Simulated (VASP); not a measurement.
# CdS in VASP: further runs

Runs on CdS. Level: PBEsol. Tasks: single point.

All numbers are computed with VASP 6.6.1; they aren't measurements. Logs are shortened: lines on timing, memory, paths and dates and some standing lists are left out, and cuts for length are marked.

## 1. The cell of the first run

The structure is monoclinic, space group Cm (No. 8). Conventional cell: a = 5.435 Å, b = 4.998 Å, c = 3.783 Å, α = 90.00°, β = 132.83°, γ = 90.00°. Cd (site symmetry m) has 6 S at 2.51 to 2.98 Å within 3.3 Å. Within 3.3 Å of S (site symmetry m) lie 6 Cd at 2.51 to 2.98 Å.

## 2. Single point, PBEsol (strained and its atoms moved)

INCAR reads:

```
SYSTEM = CdS
PREC = Accurate
ENCUT = 520
EDIFF = 1E-6
ISMEAR = 0
SIGMA = 0.05
LREAL = .False.
LASPH = .True.
NELM = 80
ALGO = Normal
ISIF = 2
LWAVE = .False.
LCHARG = .True.
GGA = PS
LELF = .True.
LVHAR = .True.
NBANDS = 16
```

KPOINTS reads:

```
Automatic mesh
0
Gamma
  12 12 12
  0 0 0
```

POSCAR reads:

```
CdS
1.0
    0.0719973306      2.4992297086      2.7165432575
    2.8494974102      0.0000000000      2.7885405881
    2.7775000796      2.4992297086      0.0719973306
Cd S
1 1
Direct
    0.0150275127     -0.0208272368     -0.0150275127
    0.4849724873      0.5208272368      0.5150275127
```

Potentials or basis: VASP PAW PBE potentials, release 64 (Cd, S).

Started as:

```bash
$ cat potpaw_PBE.64/Cd/POTCAR potpaw_PBE.64/S/POTCAR > POTCAR
$ mpirun -np 1 vasp_std > vasp.out
```

OUTCAR:

```text
SYSTEM = CdS
   PREC = Accurate
   ENCUT = 520
   EDIFF = 1E-6
   ISMEAR = 0
   LREAL = .False.
   LASPH = .True.
   NELM = 80
   ISIF = 2
   GGA = PS

 ion  position               nearest neighbor table
   1  0.015  0.979  0.985-   2 2.51   2 2.51   2 2.58   2 2.68   2 2.77   2 2.98
   2  0.485  0.521  0.515-   1 2.51   1 2.51   1 2.58   1 2.68   1 2.77   1 2.98

  LATTYP: Found a base centered monoclinic cell.
 ALAT       =     5.4349943461
 B/A-ratio  =     0.9196807023
 C/A-ratio  =     0.6961003086
 COS(beta)  =    -0.6798131855

  Lattice vectors:

 A1 = (   0.0719973306,   2.4992297086,   2.7165432575)
 A2 = (   0.0719973306,  -2.4992297086,   2.7165432575)
 A3 = (   2.7055027490,   0.0000000000,  -2.6445459269)

Analysis of symmetry for initial positions (statically):
=====================================================================
 Subroutine PRICEL returns:
 Original cell was already a primitive cell.

 Routine SETGRP: Setting up the symmetry group for a
 base centered monoclinic supercell.

 Subroutine GETGRP returns: Found  2 space group operations
 (whereof  2 operations were pure point group operations)
 out of a pool of  4 trial point group operations.

The static configuration has the point symmetry C_1h.

Analysis of symmetry for dynamics (positions and initial velocities):
=====================================================================
 Subroutine PRICEL returns:
 Original cell was already a primitive cell.

 Routine SETGRP: Setting up the symmetry group for a
 base centered monoclinic supercell.

 Subroutine GETGRP returns: Found  2 space group operations
 (whereof  2 operations were pure point group operations)
 out of a pool of  4 trial point group operations.

The dynamic configuration has the point symmetry C_1h.

 Subroutine INISYM returns: Found  2 space group operations
 (whereof  2 operations are pure point group operations),
 and found     1 'primitive' translations

----------------------------------------------------------------------------------------

                                     Primitive cell

  volume of cell :      37.6885

  direct lattice vectors                    reciprocal lattice vectors
     0.071997331  2.499229709  2.716543258    -0.184916105  0.200061642  0.188958326
     2.849497410  0.000000000  2.788540588     0.175367407 -0.200061642  0.179409628
     2.777500080  2.499229709  0.071997331     0.184916105  0.200061642 -0.188958326

  length of vectors
     3.692010295  3.986927903  3.737089702     0.331547697  0.320883472  0.331547697
[... 81 lines left out ...]
   EDIFF  = 0.1E-05   stopping-criterion for ELM
   LREAL  =      F    real-space projection
   EDIFFG = 0.1E-04   stopping-criterion for IOM
   NSW    =      0    number of steps for IOM
   IBRION =     -1    ionic relax: 0-MD 1-quasi-New 2-CG
   NFREE  =      0    steps in history (QN), initial steepest desc. (CG)
   ISIF   =      2    stress and relaxation
   ISYM   =      2    0-nonsym 1-usesym 2-fastsym
   POTIM  = 0.5000    time-step for ionic-motion
   TEBEG  =    0.0;   TEEND  =   0.0 temperature during run
   PSTRESS=    0.0 pullay stress
   NELECT =      18.0000    total number of electrons
   NUPDOWN=      -1.0000    fix difference up-down
   EMIN   =  10.00;   EMAX   =-10.00  energy-range for DOS
   EFERMI =   0.00;   METHOD = LEGACY
   ISMEAR =     0;   SIGMA  =   0.05  broadening in eV -4-tet -1-fermi 0-gaus
   EFERMI_NEDOS =   21; number of points for ismear=-14 and -15
   IALGO  =     38    algorithm
   IMIX   =      4    mixing-type and parameters
     AMIX     =   0.40;   BMIX     =  1.00
     AMIX_MAG =   1.60;   BMIX_MAG =  1.00
  volume/ion in A,a.u.               =      18.84       127.17
  Fermi-wavevector in a.u.,A,eV,Ry     =   1.279665  2.418216 22.280109  1.637542
  Thomas-Fermi vector in A             =   2.412137
   LORBIT       =      0    0 simple, 1 ext, 2 COOP (PROOUT), +10 PAW based schemes
   GGA     = PS    functional components
   LHFCALC =     F    Hartree Fock is set to
   AEXX    =    0.0000 exact exchange contribution
   IVDW    =     0    specifies the selected vdW correction
   LEPSILON=     F    determine dielectric tensor
   LRPA    =     F    only Hartree local field effects (RPA)
 non-spin polarized calculation
 Gauss-broadening in eV      SIGMA  =   0.05
  energy-cutoff  :      520.00
  volume of cell :       37.69
 maximum number of plane-waves:      1034
   NGX = 13   NGY = 15   NGZ = 13

 number of electron      18.0000000 magnetization

 Free energy of the ion-electron system (eV)
  ---------------------------------------------------
  ext. energy  EPLUGINS =         0.00000000
  ---------------------------------------------------
  free energy    TOTEN  =        -6.51034599 eV

  energy without entropy =       -6.51027494  energy(sigma->0) =       -6.51031046

 E-fermi :   3.9173     XC(G=0): -10.9967

 val. band max:        3.8443397923   @ k =   0.0000  -0.4167   0.0833
 cond. band min:       3.9257761489   @ k =  -0.0000   0.5000  -0.0000
 fundamental gap:      0.0814363566
 Fermi energy:         3.9172937532

 k-point     1 :       0.0000    0.0000    0.0000
  band No.  band energies     occupation
      1      -9.8614      2.00000
      2      -4.2808      2.00000
      3      -4.2610      2.00000
      4      -4.2236      2.00000
      5      -4.1829      2.00000
      6      -4.0809      2.00000
[... 433 lines left out ...]
      3      -4.3836      2.00000
      4      -4.2475      2.00000
      5      -4.0183      2.00000
      6      -3.9425      2.00000
[... 8 lines left out ...]
     15      16.3151      0.00000
     16      17.2921      0.00000

 [... further k-points ...]

------------------------ aborting loop because EDIFF is reached ----------------------------------------

  FORCE on cell =-STRESS in cart. coord.  units (eV):
  Direction    XX          YY          ZZ          XY          YZ          ZX
  --------------------------------------------------------------------------------------
  -------------------------------------------------------------------------------------
  Total        1.0539037      3.2790396      0.7579525     -0.0000000      0.0000000     -0.3411076
  in kB       44.8025870    139.3955273     32.2213832     -0.0000000      0.0000000    -14.5008556
  external PRESSURE =      72.1398325 kB  Pullay stress =       0.0000000 kB

 VOLUME and BASIS-vectors are now :
 -----------------------------------------------------------------------------
  energy-cutoff  :      520.00
  volume of cell :       37.69
      direct lattice vectors                 reciprocal lattice vectors
     0.071997331  2.499229709  2.716543258    -0.184916105  0.200061642  0.188958326
     2.849497410  0.000000000  2.788540588     0.175367407 -0.200061642  0.179409628
     2.777500080  2.499229709  0.071997331     0.184916105  0.200061642 -0.188958326

 POSITION                                       TOTAL-FORCE (eV/Angst)
 -----------------------------------------------------------------------------------
      5.52699      2.49923      2.84220         0.135839      0.000000      0.050911
      2.94950      2.49923      2.80688        -0.135839      0.000000     -0.050911
 -----------------------------------------------------------------------------------
    total drift:                               -0.000032      0.000003     -0.000562

  FREE ENERGIE OF THE ION-ELECTRON SYSTEM (eV)
  ---------------------------------------------------
  free  energy   TOTEN  =        -6.5103459850 eV

  energy  without entropy=       -6.5102749395  energy(sigma->0) =       -6.51031046
```

Run time: 1.8 min. Hardware: 1 thread of Intel Xeon 6975P-C (Granite Rapids), shared host; peak memory 0.38 GiB.

What came out:

```yaml
Free_energy: -6.5103 eV
Pressure: 7.2 GPa
Largest_force: 0.145 eV/Å
Band_gap_on_the_k_mesh: zero (band 9 reaches 3.93 eV, above the bottom of band 10 at 3.56 eV)
```

Forces in eV/Å, atoms in the order of the input:
```
Cd   0.136  0.000  0.051
S   -0.136  0.000 -0.051
```

Caveat: the cell differs from its parent crystal (strained and its atoms moved); the PAW data sets were made with another functional, which shifts forces and pressure a little.

## 3. Single point, PBEsol (atoms moved at random and the cell strained at random)

INCAR reads:

```
ALGO = Normal ; EDIFF = 1E-6
ENCUT = 520 ; GGA = PS
ISIF = 2 ; ISMEAR = 0
LASPH = T ; LCHARG = F
LREAL = F ; LWAVE = F
NBANDS = 16 ; NELM = 60
PREC = Accurate ; SIGMA = 0.05
```

KPOINTS reads:

```
k-points
0
Gamma
  12 12 12
```

POSCAR reads:

```
CdS
1.0
    0.0068831100      2.6984269120      2.7002165206
    2.7091370311     -0.0149776474      2.7220772779
    2.6884877011      2.6996383393      0.0056716826
Cd S
1 1
Direct
    0.0611260753     -0.0136112164      0.0162081530
    0.4388739247      0.5136112164      0.4837918470
```

Potentials or basis: VASP PAW PBE potentials, release 64 (Cd, S).

Started as:

```bash
$ cat potpaw_PBE.64/Cd/POTCAR potpaw_PBE.64/S/POTCAR > POTCAR
$ mpirun -np 1 vasp_std > vasp.out
```

Run time: 15 min. Hardware: 1 thread of Oxide Virtual Turin-like, shared host; peak memory 0.57 GiB.

Results (log left out):

* Free energy: -6.3272 eV
* Pressure: 7.8 GPa
* Largest force: 1.848 eV/Å
* Band gap on the k mesh: 0.50 eV, indirect (least direct gap 1.39 eV)

Forces in eV/Å, atoms in the order of the input:
```
Cd   0.001 -1.824 -0.296
S   -0.001  1.824  0.296
```

Stress tensor (GPa, compression positive):
```
-0.80 -0.03 -0.36
-0.03 19.12 -3.07
-0.36 -3.07  5.10
```

Levels at points of the mesh, in eV from the valence-band top:
| k point | band 6 | band 7 | band 8 | band 9 | band 10 | band 11 | band 12 | band 13 |
| --- | --- | --- | --- | --- | --- | --- | --- | --- |
| (0.00, 0.00, 0.00) | -7.67 | -0.63 | -0.48 | -0.30 | 1.09 | 8.16 | 8.38 | 9.13 |
| (0.50, 0.00, 0.00) | -7.47 | -4.88 | -0.20 | -0.09 | 3.49 | 5.90 | 6.25 | 7.13 |
| (0.00, 0.50, 0.00) | -7.50 | -5.24 | -0.49 | -0.22 | 3.81 | 6.36 | 6.48 | 7.35 |
| (0.50, 0.50, 0.00) | -6.64 | -4.65 | -2.21 | -1.91 | 0.50 | 5.36 | 10.12 | 11.97 |
| (0.00, 0.00, 0.50) | -7.49 | -5.16 | -0.52 | -0.26 | 3.68 | 6.27 | 6.39 | 7.31 |
| (0.50, 0.00, 0.50) | -6.69 | -4.83 | -2.26 | -2.13 | 0.57 | 5.68 | 10.40 | 11.82 |
| (0.00, 0.50, 0.50) | -6.59 | -4.50 | -2.23 | -1.88 | 0.52 | 5.19 | 10.06 | 11.80 |
| (0.50, 0.50, 0.50) | -7.47 | -4.88 | -0.19 | -0.03 | 3.50 | 5.96 | 6.21 | 7.12 |

Caveat: the cell differs from its parent crystal (atoms moved at random and the cell strained at random); the PAW data sets were made with another functional, which shifts forces and pressure a little. A k mesh can miss the band edges.
